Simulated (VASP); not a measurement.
Input of a VASP 6.6.1 run:

Contents of INCAR:

```
SYSTEM = P
ALGO = Normal
EDIFF = 1E-7
EDIFFG = -0.005
ENCUT = 600
GGA = PE
IBRION = 2
ISIF = 3
ISMEAR = 0
IVDW = 12
LASPH = .TRUE.
LCHARG = .FALSE.
LREAL = .FALSE.
LWAVE = .FALSE.
NELM = 100
NSW = 100
PREC = Accurate
SIGMA = 0.1
```

File KPOINTS:

```
k-points
0
G
  15 15 15
  0 0 0
```

POSCAR

```
P
1.0
    1.7257251780      0.9963478961      3.1296800121
   -1.7257251780      0.9963478961      3.1296800121
    0.0000000000     -1.9926957921      3.1296800121
P
2
Direct
    0.2270802500      0.2270802500      0.2270802500
    0.7729197500      0.7729197500      0.7729197500
```

Potentials or basis: VASP PAW PBE potentials, release 64 (P).

Launch:

```sh
$ cat potpaw_PBE.64/P/POTCAR > POTCAR
$ mpirun -np 1 vasp_std > vasp.out
```

Q: Predict the relaxed volume.

A: 14.80 Å³/atom.

Q: Estimate the space group after relaxing (to 0.05 Å).

A: R-3m (No. 166).

Q: Predict the relaxed cell.

A: a = 3.523 Å, b = 3.523 Å, c = 3.523 Å, α = 58.17°, β = 58.17°, γ = 58.17°.

Final structure:
```
P
1.0
     1.71226    0.98857    2.91538
    -1.71226    0.98857    2.91538
     0.00000   -1.97715    2.91538
P
2
Cartesian
  0.0000 0.0000 2.0431
  0.0000 0.0000 6.7030
```

Caveat: pairwise dispersion overbinds metals, which lowers pressure and volume.
